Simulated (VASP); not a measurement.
Set up this calculation in VASP 6.6.1, as the native input.

- Task: single point
- Functional: PBE
- Potentials or basis: VASP PAW PBE potentials, release 64 (Te, Mo_sv)
- Cutoff: 520 eV
- k mesh: 12 × 12 × 2
- Occupations: gaussian, width 0.05 eV
- Spin: no spin polarisation
- Dipole correction: no
- Further INCAR settings: ALGO = Normal; EDIFF = 1e-06; NBANDS = 20

The structure of Te2Mo lies in POSCAR:

```
Te2Mo
1.0
    3.5036728291      0.0000000000      0.0000000000
   -1.7518364146      3.0342696765      0.0000000000
    0.0000000000      0.0000000000     19.4779683586
Te Mo
2 1
Direct
    0.3333333333      0.6666666667      0.8967969900
    0.3333333333      0.6666666667      0.1032030100
    0.0000000000      0.0000000000      0.0000000000
```

This cell differs from its parent crystal: volume 69.024 Å^3 an atom, c/a of the conventional cell 5.5593.

The input as run:

INCAR

```
  PREC = Accurate
  ENCUT = 520
  EDIFF = 1E-6
  ISMEAR = 0
  SIGMA = 0.05
  LREAL = F
  LASPH = T
  NELM = 100
  ALGO = Normal
  ISIF = 2
  LWAVE = F
  LCHARG = T
  GGA = PE
  LELF = T
  LVHAR = T
  NBANDS = 20
```

KPOINTS

```
Automatic mesh
0
Gamma
  12 12 2
```

Potentials or basis: VASP PAW PBE potentials, release 64 (Te, Mo_sv).

Command:

```bash
$ cat potpaw_PBE.64/Te/POTCAR potpaw_PBE.64/Mo_sv/POTCAR > POTCAR
$ mpirun -np 1 vasp_std > vasp.out
```

It gave:

| Property | Result |
| --- | --- |
| Largest force | 1.880 eV/Å |
| Band gap on the k mesh | 0.76 eV, indirect (least direct gap 1.12 eV) |

Caveat: spin-orbit coupling is left out, which moves the levels of the heavy elements.

It took 120 s on 1 thread of Intel(R) Xeon(R) 6975P-C (Granite Rapids), with other jobs on the host, peak memory 0.42 GiB.
